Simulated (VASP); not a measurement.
Runs of VASP 6.6.1 on SnGe2. The structure is that of space group Fm-3m (No. 225), or close to it. The cells are those of the table. 

```tsv
task	cell	cutoff (eV)	gap on the mesh (eV)	pressure (GPa)
single point	a = 4.266 Å, angles 60.0°, 3 atoms	520	none	30.3
relaxation of cell and atoms	relaxed to 1 GPa from a = 4.681 Å, angles 60.0°, 3 atoms	600	none	1.0
single point	a = 4.681 Å, angles 60.0°, 3 atoms	520	none	(a)
single point	a = 4.193 Å, angles 60.0°, 3 atoms	520	none	40.4
single point	a = 4.587 Å, angles 60.0°, 3 atoms	520	none	4.1
```

Alike in all rows: level LDA; potentials or basis VASP PAW LDA potentials, release 64 (Sn_d, Ge_d); no spin polarisation; k mesh 12 × 12 × 12; smearing fermi-dirac 0.15 eV.

Problem. Fill in the values left out.

Solution. (a) 0.1.

Caveats: spin-orbit coupling is left out, which moves the levels of the heavy elements; the cell is relaxed towards a set pressure, so the enthalpy falls and the energy may rise (some runs).

A k mesh can miss the band edges, and the runs leave out spin-orbit coupling on Ge, Sn.

A gap of «none» marks levels without a gap at the run's occupations.
